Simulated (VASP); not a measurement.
## AlN: single point with PBE

The system is AlN.

```xyz
4
Lattice="3.1130 0.0000 0.0000 -1.5565 2.6959 0.0000 0.0000 0.0000 4.9810" Properties=species:S:1:pos:R:3 pbc="T T T"
Al    1.5565    0.8986    2.4905
Al    0.0000    1.7973    0.0000
N     1.5565    0.8986    4.3833
N     0.0000    1.7973    1.8928
```

```json
{
  "Program": "VASP 6.6.1",
  "Task": "single point",
  "Functional": "PBE",
  "Potentials or basis": "VASP PAW PBE potentials, release 64 (Al, N)",
  "Cutoff": "520 eV",
  "k mesh": "7 × 7 × 5",
  "Occupations": "fermi-dirac, width 0.05 eV",
  "Spin": "no spin polarisation"
}
```

```json
{
 "Pressure": "3.5 GPa",
 "Largest force": "0.129 eV/Å",
 "Band gap on the k mesh": "4.22 eV, direct"
}
```

Forces in eV/Å, atoms in the order of the input:
```
Al   0.000  0.000 -0.129
Al   0.000  0.000 -0.129
N    0.000  0.000  0.129
N    0.000  0.000  0.129
```

Stress tensor (GPa, compression positive):
```
2.91 0.00 0.00
0.00 2.91 0.00
0.00 0.00 4.56
```

Levels at points of the mesh, in eV from the valence-band top:
| k point | band 5 | band 6 | band 7 | band 8 | band 9 | band 10 | band 11 | band 12 |
| --- | --- | --- | --- | --- | --- | --- | --- | --- |
| (0.00, 0.00, 0.00) | -0.83 | -0.18 | -0.18 | 0.00 | 4.22 | 6.66 | 10.61 | 11.17 |

It took 31 s on 1 thread of AMD EPYC 7R13, with other jobs on the host, peak memory 0.13 GiB.

Expect the measured gap to be larger: semilocal functionals such as PBE lack the derivative discontinuity.
